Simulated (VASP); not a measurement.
# SiC (P6_3mc) in VASP: further runs

SiC is run at these levels: PBEsol, r2SCAN; tasks: vibrations by perturbation theory, dielectric tensor.

Everything below comes from runs of VASP 6.6.1. Logs are shortened: lines on timing, memory, paths and dates and some standing lists are left out, and cuts for length are marked.

**1. The cell of the first run**

It takes space group P6_3mc (No. 186, hexagonal). Conventional cell: a = 3.076 Å, b = 3.076 Å, c = 5.048 Å, α = 90.00°, β = 90.00°, γ = 120.00°. Within 2.5 Å of Si (site symmetry 3m) lie 4 C at 1.88 to 1.90 Å. Within 2.5 Å of C (site symmetry 3m) lie 4 Si at 1.88 to 1.90 Å.

**2. Vibrations by perturbation theory, PBEsol**

The input, INCAR:

```
SYSTEM = SiC
PREC = Accurate
ENCUT = 520
EDIFF = 1E-8
ISMEAR = 0
SIGMA = 0.01
LREAL = .FALSE.
LASPH = .TRUE.
NELM = 60
ALGO = Normal
ISIF = 2
LWAVE = .FALSE.
LCHARG = .FALSE.
GGA = PS
IBRION = 8
NSW = 1
LEPSILON = .TRUE.
```

The input, KPOINTS:

```
Automatic mesh
0
G
  9 9 4
  0 0 0
```

The input, POSCAR:

```
SiC
1.0
    3.0760607256      0.0000000000      0.0000000000
   -1.5380303628      2.6639467319      0.0000000000
    0.0000000000      0.0000000000      5.0476454295
Si C
2 2
Direct
    0.3333333333      0.6666666667     -0.0004145027
    0.6666666667      0.3333333333      0.4995854973
    0.3333333333      0.6666666667      0.3754145027
    0.6666666667      0.3333333333      0.8754145027
```

Potentials or basis: VASP PAW PBE potentials, release 64 (Si, C).

On the command line:

```console
$ cat potpaw_PBE.64/Si/POTCAR potpaw_PBE.64/C/POTCAR > POTCAR
$ mpirun -np 1 vasp_std > vasp.out
```

OUTCAR:

```text
SYSTEM = SiC
   PREC = Accurate
   ENCUT = 520
   EDIFF = 1E-8
   ISMEAR = 0
   LREAL = .FALSE.
   LASPH = .TRUE.
   NELM = 60
   ISIF = 2
   GGA = PS
   IBRION = 8
   NSW = 1
   LEPSILON = .TRUE.

 ion  position               nearest neighbor table
   1  0.333  0.667  1.000-   4 1.88   4 1.88   4 1.88   3 1.90   2 3.09   2 3.09   2 3.09   2 3.09
                             2 3.09   2 3.09
   2  0.667  0.333  0.500-   3 1.88   3 1.88   3 1.88   4 1.90   1 3.09   1 3.09   1 3.09   1 3.09
                             1 3.09   1 3.09
   3  0.333  0.667  0.375-   2 1.88   2 1.88   2 1.88   1 1.90
   4  0.667  0.333  0.875-   1 1.88   1 1.88   1 1.88   2 1.90

  LATTYP: Found a hexagonal cell.
 ALAT       =     3.0760607256
 C/A-ratio  =     1.6409446626

  Lattice vectors:

 A1 = (   3.0760607256,   0.0000000000,   0.0000000000)
 A2 = (  -1.5380303628,   2.6639467319,   0.0000000000)
 A3 = (   0.0000000000,   0.0000000000,   5.0476454295)

Analysis of symmetry for initial positions (statically):
=====================================================================
 Subroutine PRICEL returns:
 Original cell was already a primitive cell.

 Routine SETGRP: Setting up the symmetry group for a
 hexagonal supercell.

 Subroutine GETGRP returns: Found 12 space group operations
 (whereof  6 operations were pure point group operations)
 out of a pool of 24 trial point group operations.

The static configuration has the point symmetry C_3v.
 The point group associated with its full space group is C_6v.

Analysis of symmetry for dynamics (positions and initial velocities):
=====================================================================
 Subroutine PRICEL returns:
 Original cell was already a primitive cell.

 Routine SETGRP: Setting up the symmetry group for a
 hexagonal supercell.

 Subroutine GETGRP returns: Found 12 space group operations
 (whereof  6 operations were pure point group operations)
 out of a pool of 24 trial point group operations.

The dynamic configuration has the point symmetry C_3v.
 The point group associated with its full space group is C_6v.

 Subroutine INISYM returns: Found 12 space group operations
 (whereof  6 operations are pure point group operations),
 and found     1 'primitive' translations

----------------------------------------------------------------------------------------

                                     Primitive cell

  volume of cell :      41.3627

  direct lattice vectors                    reciprocal lattice vectors
     3.076060726  0.000000000  0.000000000     0.325091111  0.187691441  0.000000000
    -1.538030363  2.663946732  0.000000000     0.000000000  0.375382881  0.000000000
     0.000000000  0.000000000  5.047645430     0.000000000  0.000000000  0.198112172

  length of vectors
     3.076060726  3.076060726  5.047645430     0.375382881  0.375382881  0.198112172

  position of ions in fractional coordinates (direct lattice)
     0.333333333  0.666666667  0.999585497
     0.666666667  0.333333333  0.499585497
     0.333333333  0.666666667  0.375414503
     0.666666667  0.333333333  0.875414503

  ion indices of the primitive-cell ions
   primitive index   ion index
                 1           1
                 2           2
                 3           3
                 4           4

----------------------------------------------------------------------------------------

 KPOINTS: Automatic mesh

Automatic generation of k-mesh.
 Grid dimensions read from file:
 generate k-points for:    9    9    4

 Generating k-lattice:

[... 512 lines left out ...]
 Free energy of the ion-electron system (eV)
  ---------------------------------------------------
  ---------------------------------------------------
  free energy    TOTEN  =        -0.74123719 eV

  energy without entropy =       -0.74123719

------------------------ aborting loop because EDIFF is reached ----------------------------------------

--------------------------------------- Ionic step        2  -------------------------------------------

------------------------ aborting loop because EDIFF is reached ----------------------------------------

--------------------------------------- Ionic step        3  -------------------------------------------

------------------------ aborting loop because EDIFF is reached ----------------------------------------

 PIEZOELECTRIC TENSOR FIELD DIRECTION 3  (e Angst)
 -----------------------------------------------------------------------------
     1.21454  0.00000 -0.00000           (  0.06144  0.00000 -0.00000)
    -0.00000  1.21454 -0.00000           ( -0.00000  0.06144 -0.00000)
     0.00000 -0.00000 -2.10127           (  0.00000 -0.00000 -0.11820)

 PIEZOELECTRIC TENSOR FIELD DIRECTION 3  (C/m^2)
 -----------------------------------------------------------------------------
     0.47045  0.00000 -0.00000
    -0.00000  0.47045 -0.00000
     0.00000 -0.00000 -0.81392

[... ionic steps 4 to 9 ...]

--------------------------------------- Ionic step       10  -------------------------------------------

------------------------ aborting loop because EDIFF is reached ----------------------------------------

[... ionic steps 11 to 11 ...]

--------------------------------------- Ionic step       12  -------------------------------------------

 Free energy of the ion-electron system (eV)
  ---------------------------------------------------
  ---------------------------------------------------
  free energy    TOTEN  =        -0.13506388 eV

  energy without entropy =       -0.13506388

------------------------ aborting loop because EDIFF is reached ----------------------------------------

 INTERNAL STRAIN TENSOR  FOR ION    3  DIRECTION 3   (eV/Angst):
 -----------------------------------------------------------------------------
     5.25717 -0.00000  0.00000
    -0.00000  5.25717  0.00000
    -0.00000  0.00000 -9.99487

 MACROSCOPIC STATIC DIELECTRIC TENSOR (including local field effects in DFT)
 ------------------------------------------------------
           7.085402    -0.000000     0.000000
          -0.000000     7.085402    -0.000000
           0.000000     0.000000     7.326343
 ------------------------------------------------------

 PIEZOELECTRIC TENSOR (including local field effects)  for field in x, y, z        (e  Angst)
          XX          YY          ZZ          XY          YZ          ZX
  --------------------------------------------------------------------------------
  x    -0.00000     0.00000     0.00000     0.00000     0.00000     1.53485
  y     0.00000    -0.00000    -0.00000     0.00000     1.53485     0.00000
  z     1.21454     1.21454    -2.10127     0.00000     0.00000     0.00000

 PIEZOELECTRIC TENSOR (including local field effects)  for field in x, y, z        (C/m^2)
          XX          YY          ZZ          XY          YZ          ZX
  --------------------------------------------------------------------------------
  x    -0.00000     0.00000     0.00000     0.00000     0.00000     0.59452
  y     0.00000    -0.00000    -0.00000     0.00000     0.59452     0.00000
  z     0.47045     0.47045    -0.81392     0.00000     0.00000     0.00000

 BORN EFFECTIVE CHARGES (including local field effects) (in |e|, cummulative output)
 ---------------------------------------------------------------------------------
 ion    1
    1     2.66642     0.00000     0.00000
    2     0.00000     2.66642     0.00000
    3     0.00000     0.00000     2.86295
 ion    2
    1     2.66642     0.00000     0.00000
    2     0.00000     2.66642    -0.00000
    3     0.00000    -0.00000     2.86295
 ion    3
    1    -2.66642    -0.00000     0.00000
    2     0.00000    -2.66642    -0.00000
    3     0.00000     0.00000    -2.86295
 ion    4
    1    -2.66642    -0.00000     0.00000
    2     0.00000    -2.66642     0.00000
    3     0.00000     0.00000    -2.86295

 INTERNAL STRAIN TENSOR FOR ION    4 for displacements in x,y,z  (eV/Angst):
          X           Y           Z          XY          YZ          ZX
  --------------------------------------------------------------------------------
  x     0.00000     0.00000     0.00000     9.72591     0.00000     5.90713
  y     9.72591    -9.72591     0.00000    -0.00000     6.08878    -0.00000
  z     5.25717     5.25717    -9.99487     0.00000    -0.00000     0.00000

 SECOND DERIVATIVES (NOT SYMMETRIZED)
 ------------------------------------
               1X          1Y          1Z          2X          2Y          2Z          3X          3Y          3Z          4X          4Y          4Z
  1X   -20.021931    0.000000   -0.000000    0.635355    0.000000   -0.000000    2.061401   -0.000000    0.000000   17.325175    0.000000    0.000000
  1Y    -0.000000  -20.021931    0.000000    0.000000    0.635355    0.000000    0.000000    2.061401    0.000000    0.000000   17.325175    0.000000
  1Z     0.000000    0.000000  -27.009407    0.000000   -0.000000    9.046298    0.000000    0.000000    9.014387    0.000000    0.000000    8.948722
  2X     0.635355    0.000000    0.000000  -20.021931    0.000000    0.000000   17.325175    0.000000   -0.000000    2.061401    0.000000    0.000000
  2Y     0.000000    0.635355   -0.000000   -0.000000  -20.021931    0.000000   -0.000000   17.325175    0.000000    0.000000    2.061401   -0.000000
  2Z     0.000000    0.000000    9.046298    0.000000   -0.000000  -27.009407    0.000000    0.000000    8.948722    0.000000    0.000000    9.014387
  3X     2.059719    0.000000    0.000000   17.324896    0.000000   -0.000000  -19.403121    0.000000    0.000000    0.018506   -0.000000    0.000000
  3Y    -0.000000    2.059719    0.000000    0.000000   17.324896    0.000000   -0.000000  -19.403121    0.000000    0.000000    0.018506    0.000000
  3Z     0.000000    0.000000    8.945208    0.000000    0.000000    9.012743    0.000000    0.000000  -24.114035   -0.000000   -0.000000    6.156085
  4X    17.324896   -0.000000   -0.000000    2.059719    0.000000    0.000000    0.018506   -0.000000   -0.000000  -19.403121    0.000000    0.000000
  4Y     0.000000   17.324896   -0.000000   -0.000000    2.059719   -0.000000    0.000000    0.018506   -0.000000   -0.000000  -19.403121   -0.000000
  4Z    -0.000000    0.000000    9.012743   -0.000000    0.000000    8.945208    0.000000    0.000000    6.156085    0.000000   -0.000000  -24.114035

 Eigenvectors and eigenvalues of the dynamical matrix
 ----------------------------------------------------

   1 f  =   24.818082 THz   155.936608 2PiTHz  827.842107 cm-1   102.639294 meV
             X         Y         Z           dx          dy          dz
     -0.000000  1.775964  5.045553    -0.000000    0.000000   -0.000029
      1.538030  0.887982  2.521730    -0.000000    0.000000    0.000029
     -0.000000  1.775964  1.894959     0.000000   -0.000000   -0.707107
      1.538030  0.887982  4.418782     0.000000   -0.000000    0.707107
[... 71 lines left out ...]
  12 f/i=    0.001503 THz     0.009441 2PiTHz    0.050122 cm-1     0.006214 meV
             X         Y         Z           dx          dy          dz
     -0.000000  1.775964  5.045553    -0.000000    0.000000    0.591770
      1.538030  0.887982  2.521730    -0.000000    0.000000    0.591770
     -0.000000  1.775964  1.894959    -0.000000    0.000000    0.387051
      1.538030  0.887982  4.418782    -0.000000    0.000000    0.387051

--------------------------------------------------------------------------------------------------------

 MACROSCOPIC STATIC DIELECTRIC TENSOR IONIC CONTRIBUTION
 ------------------------------------------------------
           3.208951     0.000000    -0.000000
           0.000000     3.208951     0.000000
          -0.000000     0.000000     3.992957
 ------------------------------------------------------

 ELASTIC MODULI CONTR FROM IONIC RELAXATION (kBar)
 Direction    XX          YY          ZZ          XY          YZ          ZX
 --------------------------------------------------------------------------------
 XX        -496.8175    258.1410    226.8884      0.0000     -0.0000      0.0000
 YY         258.1410   -496.8175    226.8884     -0.0000      0.0000     -0.0000
 ZZ         226.8884    226.8884   -431.3651     -0.0000      0.0000     -0.0000
 XY           0.0000     -0.0000     -0.0000   -377.4793      0.0000     -0.0000
 YZ           0.0000      0.0000      0.0000      0.0000   -130.0670     -0.0000
 ZX           0.0000     -0.0000     -0.0000      0.0000     -0.0000   -138.7205
 --------------------------------------------------------------------------------

 PIEZOELECTRIC TENSOR IONIC CONTR  for field in x, y, z        (C/m^2)
          XX          YY          ZZ          XY          YZ          ZX
  --------------------------------------------------------------------------------
  x     0.00000    -0.00000    -0.00000    -0.00000    -0.00000    -0.62780
  y     0.00000     0.00000     0.00000     0.00000    -0.60791    -0.00000
  z    -0.64955    -0.64955     1.23493     0.00000    -0.00000     0.00000
```

It took 2.8 min on 1 thread of Intel Xeon 6975P-C (Granite Rapids), shared host; peak memory 0.34 GiB.

What came out:

- Electronic dielectric tensor (diagonal): 7.09, 7.09, 7.33
- Born charges (mean of the diagonal): Si +2.73; C -2.73 e
- Highest phonon frequency at Γ, LO-TO splitting left out: 828 cm⁻¹

Phonon frequencies in cm⁻¹ (negative: imaginary):
```tsv
q point	frequencies
(0.000, 0.000, 0.000)	0 0 0 253 253 591 759 759 762 792 792 828
```

Electronic dielectric tensor:
```
7.09 0.00 0.00
0.00 7.09 0.00
0.00 0.00 7.33
```

Born effective charge tensors (e):
atom 1, Si
```
2.67 0.00 0.00
0.00 2.67 0.00
0.00 0.00 2.86
```
atom 2, Si
```
2.67 0.00 0.00
0.00 2.67 0.00
0.00 0.00 2.86
```
atom 3, C
```
-2.67  0.00  0.00
 0.00 -2.67  0.00
 0.00  0.00 -2.86
```
atom 4, C
```
-2.67  0.00  0.00
 0.00 -2.67  0.00
 0.00  0.00 -2.86
```

(Part 1 of 2 ends here.)
